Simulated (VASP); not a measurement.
# Ba2HfC6 (Fm-3m) in VASP: further runs

Runs on Ba2HfC6. Level: PBE. Tasks: single point, relaxation of cell and atoms.

All numbers are computed with VASP 6.6.1; they aren't measurements. Logs are shortened: lines on timing, memory, paths and dates and some standing lists are left out, and cuts for length are marked.

## 1. The cell of the first run

The structure is cubic, space group Fm-3m (No. 225). Conventional cell: a = 7.764 Å, b = 7.764 Å, c = 7.764 Å, α = 90.00°, β = 90.00°, γ = 90.00°. Within 3.7 Å of Ba (site symmetry -43m) lie 12 C at 2.84 Å and 4 Hf at 3.36 Å. Hf (site symmetry m-3m) has 6 C at 2.65 Å and 8 Ba at 3.36 Å within 3.5 Å. Within 2.3 Å of C (site symmetry 4mm) lie 4 C at 1.74 Å.

## 2. Single point, PBE

The input, INCAR:

```
ALGO = Normal ; EDIFF = 1E-6
ENCUT = 520 ; GGA = PE
ISIF = 2 ; ISMEAR = 0
LASPH = T ; LCHARG = F
LREAL = F ; LWAVE = F
NBANDS = 37 ; NELM = 100
PREC = Accurate ; SIGMA = 0.1
```

The input, KPOINTS:

```
k-points
0
Gamma
  8 8 8
```

The input, POSCAR:

```
Ba2HfC6
1.0
    0.0000000000      3.8821794484      3.8821794484
    3.8821794484      0.0000000000      3.8821794484
    3.8821794484      3.8821794484      0.0000000000
Ba Hf C
2 1 6
Direct
    0.2500000000      0.2500000000      0.2500000000
    0.7500000000      0.7500000000      0.7500000000
    0.0000000000      0.0000000000      0.0000000000
    0.6587309925      0.3412690075      0.3412690075
    0.3412690075      0.6587309925      0.6587309925
    0.3412690075      0.6587309925      0.3412690075
    0.6587309925      0.3412690075      0.6587309925
    0.3412690075      0.3412690075      0.6587309925
    0.6587309925      0.6587309925      0.3412690075
```

Potentials or basis: VASP PAW PBE potentials, release 64 (Ba_sv, Hf_pv, C).

Run with:

```sh
$ cat potpaw_PBE.64/Ba_sv/POTCAR potpaw_PBE.64/Hf_pv/POTCAR potpaw_PBE.64/C/POTCAR > POTCAR
$ mpirun -np 1 vasp_std > vasp.out
```

OUTCAR:

```text
EDIFF = 1E-6
   ENCUT = 520
   GGA = PE
   ISIF = 2
   ISMEAR = 0
   LASPH = T
   LREAL = F
   NELM = 100
   PREC = Accurate

 ion  position               nearest neighbor table
   1  0.250  0.250  0.250-   4 2.84   6 2.84   8 2.84   5 2.84   7 2.84   5 2.84   9 2.84   7 2.84
                             9 2.84   4 2.84   6 2.84   8 2.84   3 3.36   3 3.36   3 3.36   3 3.36
   2  0.750  0.750  0.750-   5 2.84   7 2.84   9 2.84   8 2.84   4 2.84   6 2.84   6 2.84   8 2.84
                             4 2.84   7 2.84   5 2.84   9 2.84   3 3.36   3 3.36   3 3.36   3 3.36
   3  0.000  0.000  0.000-   4 2.65   5 2.65   6 2.65   7 2.65   8 2.65   9 2.65   2 3.36   2 3.36
                             2 3.36   1 3.36   1 3.36   1 3.36   2 3.36   1 3.36
   4  0.659  0.341  0.341-   6 1.74   7 1.74   8 1.74   9 1.74   3 2.65   1 2.84   2 2.84   2 2.84
                             1 2.84
   5  0.341  0.659  0.659-   6 1.74   7 1.74   8 1.74   9 1.74   3 2.65   2 2.84   1 2.84   1 2.84
                             2 2.84
   6  0.341  0.659  0.341-   4 1.74   5 1.74   8 1.74   9 1.74   3 2.65   1 2.84   2 2.84   2 2.84
                             1 2.84
   7  0.659  0.341  0.659-   4 1.74   5 1.74   8 1.74   9 1.74   3 2.65   2 2.84   1 2.84   1 2.84
                             2 2.84
   8  0.341  0.341  0.659-   4 1.74   5 1.74   6 1.74   7 1.74   3 2.65   1 2.84   2 2.84   2 2.84
                             1 2.84
   9  0.659  0.659  0.341-   4 1.74   5 1.74   6 1.74   7 1.74   3 2.65   2 2.84   1 2.84   1 2.84
                             2 2.84

  LATTYP: Found a face centered cubic cell.
 ALAT       =     7.7643588968

  Lattice vectors:

 A1 = (   0.0000000000,   3.8821794484,   3.8821794484)
 A2 = (   3.8821794484,   0.0000000000,   3.8821794484)
 A3 = (   3.8821794484,   3.8821794484,   0.0000000000)

Analysis of symmetry for initial positions (statically):
=====================================================================
 Subroutine PRICEL returns:
 Original cell was already a primitive cell.

 Routine SETGRP: Setting up the symmetry group for a
 face centered cubic supercell.

 Subroutine GETGRP returns: Found 48 space group operations
 (whereof 48 operations were pure point group operations)
 out of a pool of 48 trial point group operations.

The static configuration has the point symmetry O_h .

Analysis of symmetry for dynamics (positions and initial velocities):
=====================================================================
 Subroutine PRICEL returns:
 Original cell was already a primitive cell.

 Routine SETGRP: Setting up the symmetry group for a
 face centered cubic supercell.

 Subroutine GETGRP returns: Found 48 space group operations
 (whereof 48 operations were pure point group operations)
 out of a pool of 48 trial point group operations.

The dynamic configuration has the point symmetry O_h .

 Subroutine INISYM returns: Found 48 space group operations
 (whereof 48 operations are pure point group operations),
 and found     1 'primitive' translations

----------------------------------------------------------------------------------------

                                     Primitive cell

  volume of cell :     117.0191

  direct lattice vectors                    reciprocal lattice vectors
     0.000000000  3.882179448  3.882179448    -0.128793634  0.128793634  0.128793634
     3.882179448  0.000000000  3.882179448     0.128793634 -0.128793634  0.128793634
     3.882179448  3.882179448  0.000000000     0.128793634  0.128793634 -0.128793634

  length of vectors
     5.490230827  5.490230827  5.490230827     0.223077118  0.223077118  0.223077118

  position of ions in fractional coordinates (direct lattice)
     0.250000000  0.250000000  0.250000000
     0.750000000  0.750000000  0.750000000
     0.000000000  0.000000000  0.000000000
     0.658730992  0.341269008  0.341269008
     0.341269008  0.658730992  0.658730992
     0.341269008  0.658730992  0.341269008
     0.658730992  0.341269008  0.658730992
     0.341269008  0.341269008  0.658730992
     0.658730992  0.658730992  0.341269008

  ion indices of the primitive-cell ions
   primitive index   ion index
                 1           1
                 2           2
                 3           3
                 4           4
                 5           5
                 6           6
                 7           7
                 8           8
                 9           9

----------------------------------------------------------------------------------------

 KPOINTS: k-points

Automatic generation of k-mesh.
 Grid dimensions read from file:
 generate k-points for:    8    8    8

 Generating k-lattice:

  Cartesian coordinates                     Fractional coordinates (reciprocal lattice)
    -0.016099204  0.016099204  0.016099204     0.125000000  0.000000000  0.000000000
     0.016099204 -0.016099204  0.016099204     0.000000000  0.125000000  0.000000000
     0.016099204  0.016099204 -0.016099204     0.000000000  0.000000000  0.125000000

  Length of vectors
     0.027884640  0.027884640  0.027884640

  Shift w.r.t. Gamma in fractional coordinates (k-lattice)
     0.000000000  0.000000000  0.000000000

 Subroutine IBZKPT returns following result:
 ===========================================

 Found     29 irreducible k-points:

 Following reciprocal coordinates:
            Coordinates               Weight
  0.000000  0.000000  0.000000      1.000000
  0.125000  0.000000  0.000000      8.000000
  0.250000  0.000000  0.000000      8.000000
  0.375000  0.000000  0.000000      8.000000
  0.500000  0.000000  0.000000      4.000000
  0.125000  0.125000  0.000000      6.000000
[... 16 lines left out ...]
  0.500000  0.250000  0.125000     48.000000
 -0.375000  0.250000  0.125000     24.000000
 [... further k-points ...]
   k-points           NKPTS =     29   k-points in BZ     NKDIM =     29   number of bands    NBANDS=     37
   number of dos      NEDOS =    301   number of ions     NIONS =      9
   total plane-waves  NPLWV =  74088
   dimension x,y,z NGX =    42 NGY =   42 NGZ =   42
   dimension x,y,z NGXF=    84 NGYF=   84 NGZF=   84
   ions per type =               2   1   6
   NGX,Y,Z   is equivalent  to a cutoff of  12.72, 12.72, 12.72 a.u.
   NGXF,Y,Z  is equivalent  to a cutoff of  25.44, 25.44, 25.44 a.u.
 SYSTEM =  unknown system
   PREC   = accura    normal or accurate (medium, high low for compatibility)
   ISTART =      0    job   : 0-new  1-cont  2-samecut
   ICHARG =      2    charge: 1-file 2-atom 10-const
   ISPIN  =      1    spin polarized calculation?
   LNONCOLLINEAR =      F non collinear calculations
   LSORBIT =      F    spin-orbit coupling
   LASPH  =      T    aspherical Exc in radial PAW
   ENCUT  =  520.0 eV  38.22 Ry    6.18 a.u.  10.21 10.21 10.21*2*pi/ulx,y,z
   NELM   =    100;   NELMIN=  2; NELMDL= -5     # of ELM steps
   EDIFF  = 0.1E-05   stopping-criterion for ELM
   LREAL  =      F    real-space projection
   EDIFFG = 0.1E-04   stopping-criterion for IOM
   NSW    =      0    number of steps for IOM
   IBRION =     -1    ionic relax: 0-MD 1-quasi-New 2-CG
   NFREE  =      0    steps in history (QN), initial steepest desc. (CG)
   ISIF   =      2    stress and relaxation
   ISYM   =      2    0-nonsym 1-usesym 2-fastsym
   POTIM  = 0.5000    time-step for ionic-motion
   TEBEG  =    0.0;   TEEND  =   0.0 temperature during run
   PSTRESS=    0.0 pullay stress
   NELECT =      54.0000    total number of electrons
   NUPDOWN=      -1.0000    fix difference up-down
   EMIN   =  10.00;   EMAX   =-10.00  energy-range for DOS
   EFERMI =   0.00;   METHOD = LEGACY
   ISMEAR =     0;   SIGMA  =   0.10  broadening in eV -4-tet -1-fermi 0-gaus
   EFERMI_NEDOS =   21; number of points for ismear=-14 and -15
   IALGO  =     38    algorithm
   IMIX   =      4    mixing-type and parameters
     AMIX     =   0.40;   BMIX     =  1.00
     AMIX_MAG =   1.60;   BMIX_MAG =  1.00
  volume/ion in A,a.u.               =      13.00        87.74
  Fermi-wavevector in a.u.,A,eV,Ry     =   1.265087  2.390668 21.775386  1.600446
  Thomas-Fermi vector in A             =   2.398359
   LORBIT       =      0    0 simple, 1 ext, 2 COOP (PROOUT), +10 PAW based schemes
   GGA     = PE    functional components
   LHFCALC =     F    Hartree Fock is set to
   AEXX    =    0.0000 exact exchange contribution
   IVDW    =     0    specifies the selected vdW correction
   LEPSILON=     F    determine dielectric tensor
   LRPA    =     F    only Hartree local field effects (RPA)
 non-spin polarized calculation
 Gauss-broadening in eV      SIGMA  =   0.10
  energy-cutoff  :      520.00
  volume of cell :      117.02
 maximum number of plane-waves:      3180
 NGX is ok and might be reduce to    42
   NGX = 21   NGY = 21   NGZ = 21

 number of electron      54.0000000 magnetization

 Free energy of the ion-electron system (eV)
  ---------------------------------------------------
  ext. energy  EPLUGINS =         0.00000000
  ---------------------------------------------------
  free energy    TOTEN  =       -57.84026322 eV

  energy without entropy =      -57.80890500  energy(sigma->0) =      -57.82458411

 E-fermi :   6.5218     XC(G=0): -11.4289

 val. band max:        6.5178122315   @ k =  -0.2500   0.3750   0.1250
 cond. band min:       6.5285027739   @ k =  -0.3750   0.3750   0.0000
 fundamental gap:      0.0106905424
 Fermi energy:         6.5218292578

 k-point     1 :       0.0000    0.0000    0.0000
  band No.  band energies     occupation
      1     -25.0964      2.00000
      2     -25.0964      2.00000
      3     -25.0964      2.00000
      4     -20.8191      2.00000
      5     -20.4578      2.00000
      6     -14.2866      2.00000
[... 29 lines left out ...]
     36      11.6084      0.00000
     37      11.6084      0.00000

 k-point     2 :       0.1250    0.0000    0.0000
  band No.  band energies     occupation
      1     -25.0976      2.00000
      2     -25.0965      2.00000
      3     -25.0965      2.00000
      4     -20.8011      2.00000
      5     -20.4697      2.00000
      6     -14.3134      2.00000
[... 29 lines left out ...]
     36      11.0964      0.00000
     37      11.3180      0.00000

 k-point     3 :       0.2500    0.0000    0.0000
  band No.  band energies     occupation
      1     -25.1004      2.00000
      2     -25.0967      2.00000
      3     -25.0967      2.00000
      4     -20.7525      2.00000
      5     -20.5033      2.00000
      6     -14.3775      2.00000
[... 29 lines left out ...]
     36      10.4679      0.00000
     37      10.9395      0.00000

 k-point     4 :       0.3750    0.0000    0.0000
  band No.  band energies     occupation
      1     -25.1031      2.00000
      2     -25.0968      2.00000
      3     -25.0968      2.00000
      4     -20.6866      2.00000
      5     -20.5539      2.00000
      6     -14.4408      2.00000
[... 29 lines left out ...]
     36      10.6328      0.00000
     37      11.0072      0.00000
[... 683 lines left out ...]
      1     -25.1014      2.00000
      2     -25.0977      2.00000
      3     -25.0969      2.00000
      4     -20.7192      2.00000
      5     -20.5241      2.00000
      6     -14.4287      2.00000
[... 29 lines left out ...]
     36      10.7224      0.00000
     37      10.8817      0.00000

 k-point    23 :       0.5000    0.2500    0.1250
  band No.  band energies     occupation
      1     -25.1026      2.00000
      2     -25.0987      2.00000
      3     -25.0971      2.00000
      4     -20.6666      2.00000
      5     -20.5635      2.00000
      6     -14.4817      2.00000
[... 29 lines left out ...]
     36      10.5345      0.00000
     37      10.7755      0.00000

 k-point    24 :      -0.3750    0.2500    0.1250
  band No.  band energies     occupation
      1     -25.1030      2.00000
      2     -25.0992      2.00000
      3     -25.0972      2.00000
      4     -20.6148      2.00000
      5     -20.6098      2.00000
      6     -14.5034      2.00000
[... 29 lines left out ...]
     36      10.6060      0.00000
     37      10.9092      0.00000

 [... further k-points ...]

------------------------ aborting loop because EDIFF is reached ----------------------------------------

  FORCE on cell =-STRESS in cart. coord.  units (eV):
  Direction    XX          YY          ZZ          XY          YZ          ZX
  --------------------------------------------------------------------------------------
  -------------------------------------------------------------------------------------
  Total        1.5793158      1.5793158      1.5793158      0.0000000      0.0000000     -0.0000000
  in kB       21.6233384     21.6233384     21.6233384      0.0000000      0.0000000     -0.0000000
  external PRESSURE =      21.6233384 kB  Pullay stress =       0.0000000 kB

 VOLUME and BASIS-vectors are now :
 -----------------------------------------------------------------------------
  energy-cutoff  :      520.00
  volume of cell :      117.02
      direct lattice vectors                 reciprocal lattice vectors
     0.000000000  3.882179448  3.882179448    -0.128793634  0.128793634  0.128793634
     3.882179448  0.000000000  3.882179448     0.128793634 -0.128793634  0.128793634
     3.882179448  3.882179448  0.000000000     0.128793634  0.128793634 -0.128793634

 POSITION                                       TOTAL-FORCE (eV/Angst)
 -----------------------------------------------------------------------------------
      1.94109      1.94109      1.94109         0.000000     -0.000000      0.000000
      5.82327      5.82327      5.82327         0.000000     -0.000000     -0.000000
      0.00000      0.00000      0.00000         0.000000     -0.000000      0.000000
      2.64974      3.88218      3.88218         0.022209     -0.000000      0.000000
      5.11462      3.88218      3.88218        -0.022209     -0.000000      0.000000
      3.88218      2.64974      3.88218         0.000000      0.022209      0.000000
      3.88218      5.11462      3.88218         0.000000     -0.022209      0.000000
      3.88218      3.88218      2.64974         0.000000     -0.000000      0.022209
      3.88218      3.88218      5.11462         0.000000     -0.000000     -0.022209
 -----------------------------------------------------------------------------------
    total drift:                               -0.000000      0.000000      0.000000

  FREE ENERGIE OF THE ION-ELECTRON SYSTEM (eV)
  ---------------------------------------------------
  free  energy   TOTEN  =       -57.8402632222 eV

  energy  without entropy=      -57.8089049978  energy(sigma->0) =      -57.82458411
```

Wall time 2.4 min (1 thread of Intel Xeon Platinum 8488C (Sapphire Rapids), shared host); peak memory 0.33 GiB.

What came out:

| Quantity | Value |
| --- | --- |
| Free energy | -57.8403 eV |
| Pressure | 2.2 GPa |
| Largest force | 0.022 eV/Å |
| Band gap on the k mesh | zero (bands 27 and 28 overlap by 0.74 eV) |

Forces on the atoms (eV/Å):
```
Ba   0.000  0.000  0.000
Ba   0.000  0.000  0.000
Hf   0.000  0.000  0.000
C    0.022  0.000  0.000
C   -0.022  0.000  0.000
C    0.000  0.022  0.000
C    0.000 -0.022  0.000
C    0.000  0.000  0.022
C    0.000  0.000 -0.022
```

Levels at points of the mesh, in eV from the Fermi level:
| k point | band 24 | band 25 | band 26 | band 27 | band 28 | band 29 | band 30 | band 31 |
| --- | --- | --- | --- | --- | --- | --- | --- | --- |
| (0.00, 0.00, 0.00) | -3.89 | 0.45 | 0.45 | 0.45 | 0.86 | 0.86 | 0.86 | 2.48 |
| (0.50, 0.00, 0.00) | -4.20 | -1.47 | -1.47 | -0.47 | 0.66 | 2.10 | 2.10 | 2.72 |
| (0.50, 0.50, 0.00) | -3.41 | -2.04 | -0.19 | -0.19 | -0.01 | -0.01 | 0.49 | 1.37 |

Caveat: spin-orbit coupling is left out, which moves the levels of the heavy elements.

(Part 1 of 2 ends here.)

The gap in the log of VASP goes by the Fermi energy; the results here count the filled bands.